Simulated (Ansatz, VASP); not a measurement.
**Two plane-wave programs on GaAs**

Contents of POSCAR:

```
GaAs
1.0
    0.0000000000      2.7764233935      2.7764233935
    2.7764233935      0.0000000000      2.7764233935
    2.7764233935      2.7764233935      0.0000000000
Ga As
1 1
Direct
    0.0000000000      0.0000000000      0.0000000000
    0.2500000000      0.2500000000      0.2500000000
```

File INCAR.step1:

```
ALGO = Normal
EDIFF = 1E-4
ENCUT = 520
GGA = PE
GGA_COMPAT = False
ISMEAR = -1
LASPH = True
LCHARG = False
LREAL = False
LSORBIT = True
LWAVE = True
MAGMOM = 0 0 0 0 0 0
NBANDS = 30
NELM = 150
PREC = Accurate
SIGMA = 0.02
```

File INCAR.step2:

```
ALGO = Normal
EDIFF = 1E-6
ENCUT = 520
GGA_COMPAT = False
ISIF = 2
ISMEAR = -1
ISTART = 1
LASPH = True
LCHARG = True
LMIXTAU = True
LORBIT = 11
LORBMOM = True
LREAL = False
LSORBIT = True
LVHAR = True
LWAVE = False
MAGMOM = 0 0 0 0 0 0
METAGGA = R2SCAN
NBANDS = 30
NELM = 150
PREC = Accurate
SIGMA = 0.02
```

Contents of KPOINTS:

```
k-points
0
Gamma
  8 8 8
```

Input for Ansatz:

```yaml
crystal:
  lattice:
    - [0.0, 2.7764233935, 2.7764233935]
    - [2.7764233935, 0.0, 2.7764233935]
    - [2.7764233935, 2.7764233935, 0.0]
  atoms:
    - { symbol: Ga, position: [0.0, 0.0, 0.0] }
    - { symbol: As, position: [0.25, 0.25, 0.25] }
kpoints:
  mp_grid: { grid: [8, 8, 8] }
  band_path:
    path:
      - [0.0, 0.0, 0.0]
      - [-0.5, -0.5, 0.0]
      - [-0.375, -0.375, 0.25]
      - [-0.375, 0.0, 0.375]
      - [0.0, 0.0, 0.5]
      - [-0.5, -0.25, 0.25]
    npoints: 1
hamiltonian:
  xc: r2scan
scf:
  occupations: { method: fermi_dirac, width: 0.02 }
  n_extra_bands: 8
magnetization:
  noncollinear: true
  spin_orbit: true
output:
  forces: true
  stress: true
  eigenvalues: true
```

Change from the starting cell: hydrostatic strain -2.0%.

Alike in both runs: task single point; functional r2SCAN; k mesh 8 × 8 × 8; occupations fermi-dirac, width 0.02 eV; non-collinear spin, spin-orbit coupling.

|  | VASP | Ansatz |
| --- | --- | --- |
| version | VASP 6.6.1 | Ansatz 0.2.0 |
| potentials or method | VASP PAW PBE potentials, release 64 (Ga_d, As) | plane waves, PAW |
| plane-wave cutoff (eV) | 520 | 500 |
| valence electrons in the cell | 18 | 28 |

|  | VASP | Ansatz | Ansatz less VASP |
| --- | --- | --- | --- |
| pressure (GPa) | 5.2 | 5.0 | -0.15 |
| net moment per atom (μB) | 0.00 | 0.00 | 0.000 |

VASP's potentials were made for PBE, not for r2SCAN. VASP's potentials hold 18 valence electrons a cell and Ansatz's 28, so a difference there can come from the potentials and not from the codes.
